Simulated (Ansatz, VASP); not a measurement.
## Zn in VASP and in Ansatz

File INCAR:

```
SYSTEM = Zn
PREC = Accurate
ENCUT = 520
EDIFF = 1E-6
ISMEAR = 0
SIGMA = 0.15
LREAL = .FALSE.
LASPH = .TRUE.
NELM = 100
ALGO = Fast
ISIF = 2
LWAVE = .FALSE.
LCHARG = .FALSE.
GGA = PS
NBANDS = 12
```

File KPOINTS:

```
Automatic mesh
0
G
  22 22 22
  0 0 0
```

The input POSCAR:

```
Zn
1.0
   -0.9226920970      1.6089306312      1.6089306312
    1.6089306312     -0.9226920970      1.6089306312
    1.6089306312      1.6089306312     -0.9226920970
Zn
1
Direct
    0.0000000000      0.0000000000      0.0000000000
```

Input for Ansatz:

```yaml
crystal:
  lattice:
    - [-0.922692097, 1.6089306312, 1.6089306312]
    - [1.6089306312, -0.922692097, 1.6089306312]
    - [1.6089306312, 1.6089306312, -0.922692097]
  atoms:
    - { symbol: Zn, position: [0.0, 0.0, 0.0] }
basis:
  ecutwfc: 520.0
kpoints:
  mp_grid: { grid: [22, 22, 22] }
hamiltonian:
  xc: pbesol
scf:
  occupations: { method: gaussian, width: 0.15 }
output:
  forces: true
  stress: true
  eigenvalues: true
```

Alike in both runs: task single point; functional PBEsol; k mesh 22 × 22 × 22; occupations gaussian, width 0.15 eV; no spin polarisation.

```csv
,VASP,Ansatz
version,VASP 6.6.1,Ansatz 0.2.0
potentials or method,"VASP PAW PBE potentials, release 64 (Zn), cutoff 520 eV","scalar-relativistic, plane waves, PAW"
valence electrons in the cell,12,12
```

VASP gave:

* gap on the k mesh at the Fermi level (eV): none
* pressure (GPa): 11.8
* traceless stress, the component that is largest in VASP (GPa): -1.72

**Question.** What did Ansatz give for the same quantities?

**Answer.** gap on the k mesh at the Fermi level (eV): none; pressure (GPa): 11.3; traceless stress, the component that is largest in VASP (GPa): -1.70.

VASP's potentials were made for PBE, not for PBEsol. A gap of «none» marks a metal or a gap that the smearing closes. The functional is the same, so the differences come from potentials, cutoffs and numerics.
